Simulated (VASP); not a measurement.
# TiAl2: single point with r2SCAN

TiAl2:

```
Ti Al
1.0
     1.84414   -5.69476    0.00000
     1.84414    5.69476    0.00000
     0.00000    0.00000    3.74939
Ti Al
2 4
Direct
  0.65733 0.34267 0.00000
  0.34267 0.65733 0.00000
  0.00000 0.00000 0.00000
  0.82922 0.17078 0.50000
  0.17078 0.82922 0.50000
  0.50000 0.50000 0.50000
```

```json
{
  "Program": "VASP 6.6.1",
  "Task": "single point",
  "Functional": "r2SCAN",
  "Potentials or basis": "VASP PAW PBE potentials, release 64 (Ti_sv, Al)",
  "Cutoff": "520 eV",
  "k mesh": "10 × 10 × 10",
  "Occupations": "gaussian, width 0.1 eV",
  "Spin": "no spin polarisation",
  "Dipole correction": "no",
  "Further INCAR settings": "ALGO = Normal; EDIFF = 1e-07; NBANDS = 27"
}
```

| Quantity | Value |
| --- | --- |
| Pressure | 30.0 GPa |
| Largest force | 0.011 eV/Å |
| Band gap on the k mesh | zero (bands 18 and 19 overlap by 2.16 eV) |

Forces in eV/Å, atoms in the order of the input:
```
Ti   0.000  0.000  0.000
Ti   0.000  0.000  0.000
Al   0.000  0.000  0.000
Al   0.000 -0.011  0.000
Al   0.000  0.011  0.000
Al   0.000  0.000  0.000
```

Levels at points of the mesh, in eV from the Fermi level:
```tsv
k point	band 16	band 17	band 18	band 19	band 20	band 21
(0.00, 0.00, 0.00)	-0.72	-0.68	-0.67	0.41	0.66	1.05
(0.50, 0.00, 0.00)	-1.60	-1.25	-0.29	1.02	1.38	1.76
(0.50, 0.50, 0.00)	-1.47	-0.76	-0.55	0.21	1.42	1.48
(0.00, 0.00, 0.50)	-1.11	-0.21	-0.01	1.00	1.49	1.51
(0.50, 0.00, 0.50)	-1.94	-1.89	-1.35	-0.67	1.72	1.82
(0.50, 0.50, 0.50)	-1.11	0.07	1.33	1.43	1.78	1.88
```

Run time: 22 min on 1 thread of AMD EPYC 9R45 96-Core Processor (Zen 5), on a shared host, peak memory 0.46 GiB.

Caveat: the cell stands under pressure; the PAW data sets were made with another functional, which shifts forces and pressure a little.
